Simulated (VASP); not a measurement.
Input of a VASP 6.6.1 run:

INCAR

```
SYSTEM = Os
  ALGO = Fast
  EDIFF = 1E-6
  EDIFFG = -0.04
  ENCUT = 600
  GGA = PE
  IBRION = 2
  ISIF = 3
  ISMEAR = 0
  LASPH = .TRUE.
  LCHARG = .FALSE.
  LREAL = .FALSE.
  LWAVE = .FALSE.
  NELM = 80
  NSW = 90
  PREC = Accurate
  SIGMA = 0.1
```

Contents of KPOINTS:

```
k-points
0
G
  6 6 4
  0 0 0
```

The input POSCAR:

```
Os
1.0
    2.5527705329     -1.6871860380      0.0000000000
    2.5527705329      1.6871860380      0.0000000000
    0.0000000000      0.0000000000      6.8824523259
Os
4
Direct
    0.8500000000      0.1500000000      0.1170000000
    0.6500000000      0.3500000000      0.6170000000
    0.1500000000      0.8500000000      0.8830000000
    0.3500000000      0.6500000000      0.3830000000
```

Potentials or basis: VASP PAW PBE potentials, release 64 (Os).

Launch:

```bash
$ cat potpaw_PBE.64/Os/POTCAR > POTCAR
$ mpirun -np 1 vasp_std > vasp.out
```

**Question.** Estimate the relaxed cell.

**Answer.** a = 2.737 Å, b = 2.737 Å, c = 7.661 Å, α = 90.00°, β = 90.00°, γ = 89.86°.

**Question.** Predict the space group after relaxing (to 0.1 Å).

**Answer.** Fm-3m (No. 225).

**Question.** Estimate the relaxed volume.

**Answer.** 14.35 Å³/atom.

Forces in eV/Å, atoms in the order of the input:
```
Os   0.000  0.033 -0.003
Os   0.000 -0.033 -0.003
Os   0.000 -0.033  0.003
Os   0.000  0.033  0.003
```

Caveat: the k points lie up to 0.38 Å⁻¹ apart in the final cell; the highest band is partly filled, so the run has too few bands.
